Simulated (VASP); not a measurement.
Write the native input for VASP 6.6.1 that does the following.

```
Task                   : single point
Functional             : revPBE
Dispersion             : D3(BJ)
Potentials or basis    : VASP PAW PBE potentials, release 64 (Fe, O)
Cutoff                 : 520 eV
k mesh                 : 11 × 11 × 11
Occupations            : fermi-dirac, width 0.05 eV
Spin                   : collinear spin, ferromagnetic start
Starting moments       : [3.0, 0.0] μB
Dipole correction      : no
Further INCAR settings : ALGO = Normal; EDIFF = 1e-07; NBANDS = 18
```

The structure of FeO (Wuestite) lies in POSCAR:

```
FeO
1.0
    0.0000000000      2.1451077032      2.1451077032
    2.1451077032      0.0000000000      2.1451077032
    2.1451077032      2.1451077032      0.0000000000
Fe O
1 1
Direct
    0.0000000000      0.0000000000      0.0000000000
    0.5000000000      0.5000000000      0.5000000000
```

These files were run (other wordings do the same):

INCAR

```
  PREC = Accurate
  ENCUT = 520
  EDIFF = 1E-7
  ISMEAR = -1
  SIGMA = 0.05
  LREAL = F
  LASPH = T
  NELM = 150
  ALGO = Normal
  ISIF = 2
  LWAVE = F
  LCHARG = F
  ISPIN = 2
  MAGMOM = 3 0
  LORBIT = 11
  LMAXMIX = 4
  GGA = RE
  IVDW = 12
  NBANDS = 18
```

KPOINTS

```
Automatic mesh
0
Gamma
  11 11 11
```

Potentials or basis: VASP PAW PBE potentials, release 64 (Fe, O).

Launch:

```bash
$ cat potpaw_PBE.64/Fe/POTCAR potpaw_PBE.64/O/POTCAR > POTCAR
$ mpirun -np 1 vasp_std > vasp.out
```

It gave:

* Pressure: 0.1 GPa
* Band gap on the k mesh: zero (filled and empty bands overlap)
* Net moment: 4.00 μB per cell
* Site moments: Fe +3.62; O +0.30 μB
* Valence electrons inside the program's atomic spheres: Fe 6.75; O 5.01
* Dispersion energy per atom: -0.395 eV

Caveat: the PAW data sets were made with another functional, which shifts forces and pressure a little; a cell with one magnetic atom can't hold antiferromagnetic order, which such compounds often take; semilocal functionals often make such compounds metallic where correlation or magnetic order opens a gap, which also shifts bond lengths; pairwise dispersion overbinds metals, which lowers pressure and volume.

Run time: 2.4 min on 1 thread of AMD EPYC 7R13 (shared host), peak memory 0.15 GiB.
